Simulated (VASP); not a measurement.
Here is a VASP 6.6.1 calculation.

The input INCAR:

```
SYSTEM = Tl2H
  PREC = Accurate
  ENCUT = 600
  EDIFF = 1E-6
  ISMEAR = 0
  SIGMA = 0.1
  LREAL = .False.
  LASPH = .True.
  NELM = 100
  ALGO = Normal
  ISIF = 3
  LWAVE = .False.
  LCHARG = .False.
  GGA = PE
  IBRION = 2
  NSW = 90
  EDIFFG = -0.04
```

The input KPOINTS:

```
regular mesh
0
Gamma
  4 4 4
  0 0 0
```

POSCAR

```
Tl2H
1.0
    0.0000000000      4.4235647950      4.4235647950
    4.4235647950      0.0000000000      4.4235647950
    4.4235647950      4.4235647950      0.0000000000
Tl H
4 2
Direct
    0.6250000000      0.6250000000      0.6250000000
    0.1250000000      0.6250000000      0.6250000000
    0.6250000000      0.6250000000      0.1250000000
    0.6250000000      0.1250000000      0.6250000000
    0.5000000000      0.5000000000      0.5000000000
    0.7500000000      0.7500000000      0.7500000000
```

Potentials or basis: VASP PAW PBE potentials, release 64 (Tl_d, H).

Run with:

```sh
$ cat potpaw_PBE.64/Tl_d/POTCAR potpaw_PBE.64/H/POTCAR > POTCAR
$ mpirun -np 1 vasp_std > vasp.out
```

**Question.** Estimate the relaxed volume.

**Answer.** 47.31 Å³/atom.

**Question.** What does it give for the space group after relaxing (to 0.05 Å)?

**Answer.** Fd-3m (No. 227).

Final structure:
```yaml
crystal:
  lattice:
    - [0.00000, 5.21642, 5.21642]
    - [5.21642, 0.00000, 5.21642]
    - [5.21642, 5.21642, 0.00000]
  atoms:
    - { symbol: Tl, position: [0.62500, 0.62500, 0.62500] }
    - { symbol: Tl, position: [0.12500, 0.62500, 0.62500] }
    - { symbol: Tl, position: [0.62500, 0.62500, 0.12500] }
    - { symbol: Tl, position: [0.62500, 0.12500, 0.62500] }
    - { symbol: H, position: [0.50000, 0.50000, 0.50000] }
    - { symbol: H, position: [0.75000, 0.75000, 0.75000] }
```

Caveat: the volume moved by over 15 % at a fixed basis, so the end points are rough.
